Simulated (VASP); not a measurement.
Runs of VASP 6.6.1 on Y. The structure is that of space group Pm-3m (No. 221), or close to it. The cells are those of the table. 

```tsv
task	cell	cutoff (eV)	gap on the mesh (eV)	pressure (GPa)
single point	a = 2.559 Å, 1 atom	520	none	(a)
single point	a = 2.643 Å, 1 atom	520	none	40.0
relaxation of cell and atoms	relaxed to 20 GPa from a = 3.310 Å, 1 atom	600	none	19.9
relaxation of cell and atoms	relaxed to 40 GPa from a = 3.310 Å, 1 atom	600	none	39.9
single point	a = 3.137 Å, 1 atom	520	none	-0.1
relaxation of cell and atoms	relaxed from a = 3.310 Å, 1 atom	600	none	-0.1
single point	a = 2.792 Å, 1 atom	520	none	20.1
```

Alike in all rows: level LDA; potentials or basis VASP PAW LDA potentials, release 64 (Y_sv); no spin polarisation; k mesh 7 × 7 × 7; smearing methfessel-paxton 0.1 eV.

Task: Estimate the missing entries.

Result: (a) 60.2.

Caveats: the cell is relaxed towards a set pressure, so the enthalpy falls and the energy may rise (some runs).

A k mesh can miss the band edges, and the runs leave out spin-orbit coupling on Y.

A gap of «none» marks levels without a gap at the run's occupations.
